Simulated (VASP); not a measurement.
# AlGa3N4 in VASP: further runs, part 2 of 2

VASP 6.6.1. The steps go on from the part before.

## 3. Single point, PBEsol (biaxial strain in the a-b plane: +1.5 %)

INCAR reads:

```
SYSTEM = AlGa3N4
PREC = Accurate
ENCUT = 520
EDIFF = 1E-6
ISMEAR = 0
SIGMA = 0.02
LREAL = .FALSE.
LASPH = .TRUE.
NELM = 80
ALGO = Normal
ISIF = 2
LWAVE = .FALSE.
LCHARG = .FALSE.
GGA = PS
NBANDS = 41
```

KPOINTS reads:

```
regular mesh
0
G
  6 6 6
  0 0 0
```

POSCAR reads:

```
AlGa3N4
1.0
    4.5346423393      0.0000000000      0.0000000000
    0.0000000000      4.5346423393      0.0000000000
    0.0000000000      0.0000000000      4.4274192692
Al Ga N
1 3 4
Direct
    0.0000000000      0.0000000000      0.0000000000
    0.5000000000      0.5000000000      0.0000000000
    0.5000000000      0.0000000000      0.5000000000
    0.0000000000      0.5000000000      0.5000000000
    0.7550309210      0.7550309210      0.2449690790
    0.7550309210      0.2449690790      0.7550309210
    0.2449690790      0.7550309210      0.7550309210
    0.2449690790      0.2449690790      0.2449690790
```

Potentials or basis: VASP PAW PBE potentials, release 64 (Al, Ga_d, N).

Command:

```sh
cat potpaw_PBE.64/Al/POTCAR potpaw_PBE.64/Ga_d/POTCAR potpaw_PBE.64/N/POTCAR > POTCAR
mpirun -np 1 vasp_std > vasp.out
```

OUTCAR:

```text
SYSTEM = AlGa3N4
   PREC = Accurate
   ENCUT = 520
   EDIFF = 1E-6
   ISMEAR = 0
   LREAL = .FALSE.
   LASPH = .TRUE.
   NELM = 80
   ISIF = 2
   GGA = PS

 ion  position               nearest neighbor table
   1  0.000  0.000  0.000-   5 1.91   6 1.91   7 1.91   8 1.91
   2  0.500  0.500  0.000-   5 1.96   6 1.96   7 1.96   8 1.96
   3  0.500  0.000  0.500-   5 1.96   6 1.96   7 1.96   8 1.96
   4  0.000  0.500  0.500-   5 1.96   6 1.96   7 1.96   8 1.96
   5  0.755  0.755  0.245-   1 1.91   3 1.96   4 1.96   2 1.96
   6  0.755  0.245  0.755-   1 1.91   3 1.96   4 1.96   2 1.96
   7  0.245  0.755  0.755-   1 1.91   3 1.96   4 1.96   2 1.96
   8  0.245  0.245  0.245-   1 1.91   3 1.96   4 1.96   2 1.96

  LATTYP: Found a simple tetragonal cell.
 ALAT       =     4.5346423393
 C/A-ratio  =     0.9763546798

  Lattice vectors:

 A1 = (   4.5346423393,   0.0000000000,   0.0000000000)
 A2 = (   0.0000000000,   4.5346423393,   0.0000000000)
 A3 = (   0.0000000000,   0.0000000000,   4.4274192692)

Analysis of symmetry for initial positions (statically):
=====================================================================
 Subroutine PRICEL returns:
 Original cell was already a primitive cell.

 Routine SETGRP: Setting up the symmetry group for a
 simple tetragonal supercell.

 Subroutine GETGRP returns: Found  8 space group operations
 (whereof  8 operations were pure point group operations)
 out of a pool of 16 trial point group operations.

The static configuration has the point symmetry D_2d.

Analysis of symmetry for dynamics (positions and initial velocities):
=====================================================================
 Subroutine PRICEL returns:
 Original cell was already a primitive cell.

 Routine SETGRP: Setting up the symmetry group for a
 simple tetragonal supercell.

 Subroutine GETGRP returns: Found  8 space group operations
 (whereof  8 operations were pure point group operations)
[... 133 lines left out ...]
     AMIX     =   0.40;   BMIX     =  1.00
     AMIX_MAG =   1.60;   BMIX_MAG =  1.00
  volume/ion in A,a.u.               =      11.38        76.80
  Fermi-wavevector in a.u.,A,eV,Ry     =   1.440323  2.721815 28.225689  2.074530
  Thomas-Fermi vector in A             =   2.559080
   LORBIT       =      0    0 simple, 1 ext, 2 COOP (PROOUT), +10 PAW based schemes
   GGA     = PS    functional components
   LHFCALC =     F    Hartree Fock is set to
   AEXX    =    0.0000 exact exchange contribution
   IVDW    =     0    specifies the selected vdW correction
   LEPSILON=     F    determine dielectric tensor
   LRPA    =     F    only Hartree local field effects (RPA)
 non-spin polarized calculation
 Gauss-broadening in eV      SIGMA  =   0.02
  energy-cutoff  :      520.00
  volume of cell :       91.04
 maximum number of plane-waves:      2478
 NGX is ok and might be reduce to    36
   NGX = 17   NGY = 17   NGZ = 17

 number of electron      62.0000012 magnetization

 Free energy of the ion-electron system (eV)
  ---------------------------------------------------
  ext. energy  EPLUGINS =         0.00000000
  ---------------------------------------------------
  free energy    TOTEN  =       -54.93089435 eV

  energy without entropy =      -54.93089435  energy(sigma->0) =      -54.93089435

 E-fermi :   5.3231     XC(G=0): -11.6376

 val. band max:        5.1680460089   @ k =   0.0000   0.0000   0.0000
 cond. band min:       7.2647041888   @ k =   0.0000   0.0000   0.0000
 fundamental gap:      2.0966581799
 Fermi energy:         5.3231018174

 k-point     1 :       0.0000    0.0000    0.0000
  band No.  band energies     occupation
      1     -10.4228      2.00000
      2      -9.2138      2.00000
      3      -9.2138      2.00000
      4      -9.2088      2.00000
      5      -8.0076      2.00000
      6      -7.9942      2.00000
[... 1045 lines left out ...]
     40      14.5384      0.00000
     41      14.6316      0.00000

 [... further k-points ...]
[... 5 lines left out ...]
  --------------------------------------------------------------------------------------
  -------------------------------------------------------------------------------------
  Total       -2.8053266     -2.8053266     -1.1705997      0.0000000      0.0000000      0.0000000
  in kB      -49.3693362    -49.3693362    -20.6007137      0.0000000      0.0000000      0.0000000
  external PRESSURE =     -39.7797954 kB  Pullay stress =       0.0000000 kB

 VOLUME and BASIS-vectors are now :
 -----------------------------------------------------------------------------
  energy-cutoff  :      520.00
  volume of cell :       91.04
      direct lattice vectors                 reciprocal lattice vectors
     4.534642339  0.000000000  0.000000000     0.220524559  0.000000000  0.000000000
     0.000000000  4.534642339  0.000000000     0.000000000  0.220524559  0.000000000
     0.000000000  0.000000000  4.427419269     0.000000000  0.000000000  0.225865214

 POSITION                                       TOTAL-FORCE (eV/Angst)
 -----------------------------------------------------------------------------------
      0.00000      0.00000      0.00000        -0.000000      0.000000      0.000000
      2.26732      2.26732      0.00000        -0.000000      0.000000      0.000000
      2.26732      0.00000      2.21371        -0.000000      0.000000      0.000000
      0.00000      2.26732      2.21371        -0.000000      0.000000      0.000000
      3.42380      3.42380      1.08458        -0.014785     -0.014785     -0.013781
      3.42380      1.11085      3.34284        -0.014785      0.014785      0.013781
      1.11085      3.42380      3.34284         0.014785     -0.014785      0.013781
      1.11085      1.11085      1.08458         0.014785      0.014785     -0.013781
 -----------------------------------------------------------------------------------
    total drift:                               -0.000000     -0.000000     -0.000000

  FREE ENERGIE OF THE ION-ELECTRON SYSTEM (eV)
  ---------------------------------------------------
  free  energy   TOTEN  =       -54.9308943525 eV

  energy  without entropy=      -54.9308943525  energy(sigma->0) =      -54.93089435
```

OSZICAR:

```text
N       E                     dE             d eps       ncg     rms          rms(c)
DAV:   1     0.623346129044E+03    0.62335E+03   -0.27949E+04  3697   0.255E+03
DAV:   2     0.521508286175E+02   -0.57120E+03   -0.53303E+03  3512   0.625E+02
DAV:   3    -0.546951156691E+02   -0.10685E+03   -0.10283E+03  3730   0.192E+02
DAV:   4    -0.624000360545E+02   -0.77049E+01   -0.76281E+01  4492   0.541E+01
DAV:   5    -0.625983468786E+02   -0.19831E+00   -0.19798E+00  4155   0.864E+00    0.148E+01
DAV:   6    -0.548201210754E+02    0.77782E+01   -0.23010E+01  6068   0.567E+01    0.451E+00
DAV:   7    -0.550219285676E+02   -0.20181E+00   -0.36244E+00  3831   0.106E+01    0.385E+00
DAV:   8    -0.549712579294E+02    0.50671E-01   -0.53656E-01  5153   0.742E+00    0.114E+00
DAV:   9    -0.549299578166E+02    0.41300E-01   -0.16840E-01  5269   0.528E+00    0.449E-01
DAV:  10    -0.549308420428E+02   -0.88423E-03   -0.15208E-02  4073   0.810E-01    0.196E-01
DAV:  11    -0.549308761463E+02   -0.34104E-04   -0.17007E-03  5078   0.724E-01    0.263E-02
DAV:  12    -0.549308909089E+02   -0.14763E-04   -0.23868E-04  4987   0.314E-01    0.136E-02
DAV:  13    -0.549308928021E+02   -0.18931E-05   -0.34458E-05  5262   0.644E-02    0.589E-03
DAV:  14    -0.549308943707E+02   -0.15686E-05   -0.90611E-06  3864   0.218E-02    0.155E-03
DAV:  15    -0.549308943525E+02    0.18222E-07   -0.48904E-07  2701   0.246E-02
   1 F= -.54930894E+02 E0= -.54930894E+02  d E =-.411530E-30
```

Wall time 2.6 min (1 thread of Intel Xeon Platinum 8259CL at 2.50GHz (Skylake/Cascade Lake), shared host); peak memory 0.27 GiB.

What came out:

```yaml
Free_energy: -54.9309 eV
Pressure: -4.0 GPa
Largest_force: 0.025 eV/Å
Band_gap_on_the_k_mesh: 2.10 eV, direct
```

Forces on the atoms (eV/Å):
```
Al   0.000  0.000  0.000
Ga   0.000  0.000  0.000
Ga   0.000  0.000  0.000
Ga   0.000  0.000  0.000
N   -0.015 -0.015 -0.014
N   -0.015  0.015  0.014
N    0.015 -0.015  0.014
N    0.015  0.015 -0.014
```

Stress tensor (GPa, compression positive):
```
-4.94  0.00  0.00
 0.00 -4.94  0.00
 0.00  0.00 -2.06
```

Levels at points of the mesh, in eV from the valence-band top:
```csv
k point,band 29,band 30,band 31,band 32,band 33,band 34
"(0.00, 0.00, 0.00)",-0.10,-0.10,0.00,2.10,3.17,3.30
"(0.50, 0.00, 0.00)",-1.45,-1.23,-1.18,4.67,4.76,5.96
"(0.50, 0.50, 0.00)",-1.09,-1.09,-0.78,6.37,6.53,6.53
"(0.00, 0.00, 0.50)",-1.60,-1.32,-1.32,4.73,4.85,6.16
"(0.50, 0.00, 0.50)",-0.96,-0.92,-0.64,6.45,6.59,6.62
"(0.50, 0.50, 0.50)",-0.71,-0.68,-0.68,4.68,4.70,4.70
```

Caveat: the cell differs from its parent crystal (biaxial strain in the a-b plane: +1.5 %); the PAW data sets were made with another functional, which shifts forces and pressure a little.

## 4. Single point, PBEsol (biaxial strain in the a-b plane: +3.0 %)

INCAR reads:

```
ALGO = Normal
EDIFF = 1E-7
ENCUT = 520
GGA = PS
ISIF = 2
ISMEAR = 0
LASPH = T
LCHARG = F
LREAL = F
LWAVE = F
NBANDS = 41
NELM = 60
PREC = Accurate
SIGMA = 0.02
```

KPOINTS reads:

```
k-points
0
Gamma
  6 6 6
```

POSCAR reads:

```
AlGa3N4
1.0
    4.6016567581      0.0000000000      0.0000000000
    0.0000000000      4.6016567581      0.0000000000
    0.0000000000      0.0000000000      4.3872106179
Al Ga N
1 3 4
Direct
    0.0000000000      0.0000000000      0.0000000000
    0.5000000000      0.5000000000      0.0000000000
    0.5000000000      0.0000000000      0.5000000000
    0.0000000000      0.5000000000      0.5000000000
    0.7548932406      0.7548932406      0.2447084613
    0.7548932406      0.2451067594      0.7552915387
    0.2451067594      0.7548932406      0.7552915387
    0.2451067594      0.2451067594      0.2447084613
```

Command:

```sh
cat potpaw_PBE.64/Al/POTCAR potpaw_PBE.64/Ga_d/POTCAR potpaw_PBE.64/N/POTCAR > POTCAR
mpirun -np 1 vasp_std > vasp.out
```

Wall time 2.6 min (1 thread of Intel Xeon Platinum 8259CL at 2.50GHz (Skylake/Cascade Lake), shared host); peak memory 0.27 GiB.

Results (log left out):

| Property | Result |
| --- | --- |
| Free energy | -54.8269 eV |
| Pressure | -7.5 GPa |
| Largest force | 0.016 eV/Å |
| Band gap on the k mesh | 1.89 eV, direct |

Forces in eV/Å, atoms in the order of the input:
```
Al   0.000  0.000  0.000
Ga   0.000  0.000  0.000
Ga   0.000  0.000  0.000
Ga   0.000  0.000  0.000
N   -0.009 -0.009 -0.009
N   -0.009  0.009  0.009
N    0.009 -0.009  0.009
N    0.009  0.009 -0.009
```

Stress tensor (GPa, compression positive):
```
-9.28  0.00  0.00
 0.00 -9.28  0.00
 0.00  0.00 -3.80
```

Levels at points of the mesh, in eV from the valence-band top:
```
           k point  band 28  band 29  band 30  band 31  band 32  band 33  band 34  band 35
(0.00, 0.00, 0.00)    -2.35    -0.19    -0.19     0.00     1.89     3.03     3.28     3.28
(0.50, 0.00, 0.00)    -1.50    -1.40    -1.24    -1.14     4.50     4.58     5.79     5.82
(0.50, 0.50, 0.00)    -1.27    -1.22    -1.22    -0.92     6.09     6.23     6.23     6.80
(0.00, 0.00, 0.50)    -1.69    -1.69    -1.43    -1.43     4.64     4.77     6.19     6.19
(0.50, 0.00, 0.50)    -0.97    -0.96    -0.91    -0.64     6.22     6.35     6.39     7.10
(0.50, 0.50, 0.50)    -0.95    -0.67    -0.65    -0.65     4.43     4.46     4.46     5.71
```

Caveat: the cell differs from its parent crystal (biaxial strain in the a-b plane: +3.0 %); the PAW data sets were made with another functional, which shifts forces and pressure a little.

## 5. Overview

| cell | gap on the mesh (eV) | pressure (GPa) | largest force (eV/Å) |
| --- | --- | --- | --- |
| a = 4.468 Å, 8 atoms | 2.31 | -0.2 | 0.01 |
| a = 4.535, b = 4.535, c = 4.427 Å, 8 atoms | 2.10 | -4.0 | 0.03 |
| a = 4.602, b = 4.602, c = 4.387 Å, 8 atoms | 1.89 | -7.5 | 0.02 |

Alike in all rows: task single point; level PBEsol; potentials or basis VASP PAW PBE potentials, release 64 (Al, Ga_d, N); no spin polarisation; k mesh 6 × 6 × 6; cutoff (eV) 520; smearing gaussian 0.02 eV.

Caveats: the PAW data sets were made with another functional, which shifts forces and pressure a little.

Total energies depend on the potentials used, so only differences within one code and one set of settings carry meaning.
